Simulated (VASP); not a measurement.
The system is Br.

```
Br
1.0
     3.36325   -2.32255    0.00000
     3.36325    2.32255    0.00000
     0.00000    0.00000    8.70230
Br
4
Direct
  0.36510 0.63490 0.39010
  0.13490 0.86510 0.89010
  0.63490 0.36510 0.60990
  0.86510 0.13490 0.10990
```

Base run:

| Quantity | Value |
| --- | --- |
| Program | VASP 6.6.1 |
| Functional | PBE-based global hybrid with 10 % exact exchange |
| Potentials or basis | VASP PAW PBE potentials, release 64 (Br) |
| Cutoff | 520 eV |
| k mesh | 4 × 4 × 2 |
| Occupations | fermi-dirac, width 0.05 eV |
| Spin | no spin polarisation |

Its results: band gap on the k mesh 2.65 eV (least direct gap 2.73 eV); pressure 1.4 GPa; largest force 0.562 eV/Å.

**Question.** The run is repeated on the same cell with these changes: functional from PBE-based global hybrid with 10 % exact exchange to PBE-based screened hybrid with 25 % exact exchange; share of exact exchange from 0.1 to 0.25. What comes out?

**Answer.** Band gap on the k mesh 3.10 eV (least direct gap 3.22 eV); pressure 0.8 GPa; largest force 0.157 eV/Å.

Caveats: this functional lacks dispersion, which holds the molecules together, so the pressure and a relaxed volume are unreliable; the PAW data sets were made with another functional, which shifts forces and pressure a little.

A k mesh can miss the band edges.
